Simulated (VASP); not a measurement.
A run of VASP 6.6.1 is set up as follows.

Contents of INCAR:

```
SYSTEM = CsSnBr3
  PREC = Accurate
  ENCUT = 500
  EDIFF = 1E-6
  ISMEAR = -1
  SIGMA = 0.02
  LREAL = .FALSE.
  LASPH = .TRUE.
  NELM = 200
  ALGO = Normal
  ISIF = 2
  LWAVE = .FALSE.
  LCHARG = .TRUE.
  MAGMOM = 0 0 0 0 0 0 0 0 0 0 0 0 0 0 0
  LORBIT = 11
  LSORBIT = .TRUE.
  GGA_COMPAT = .FALSE.
  LORBMOM = .TRUE.
  GGA = PE
  LVHAR = .TRUE.
  NBANDS = 59
```

KPOINTS

```
regular mesh
0
G
  4 4 4
  0 0 0
```

Contents of POSCAR:

```
CsSnBr3
1.0
    5.8411484913      0.0000000000      0.0000000000
    0.0000000000      5.8411484913      0.0000000000
    0.0000000000      0.0000000000      5.8411484913
Cs Sn Br
1 1 3
Direct
    0.0000000000      0.0000000000      0.0000000000
    0.5000000000      0.5000000000      0.5000000000
    0.5000000000      0.5000000000      0.0000000000
    0.5000000000      0.0000000000      0.5000000000
    0.0000000000      0.5000000000      0.5000000000
```

Potentials or basis: VASP PAW PBE potentials, release 64 (Cs_sv, Sn_d, Br).

Launch:

```bash
$ cat potpaw_PBE.64/Cs_sv/POTCAR potpaw_PBE.64/Sn_d/POTCAR potpaw_PBE.64/Br/POTCAR > POTCAR
$ mpirun -np 1 vasp_ncl > vasp.out
```

(1) Estimate the net moment.

(2) Estimate the pressure.

Results:

(1) 0.00 μB per cell.

(2) 0.7 GPa.
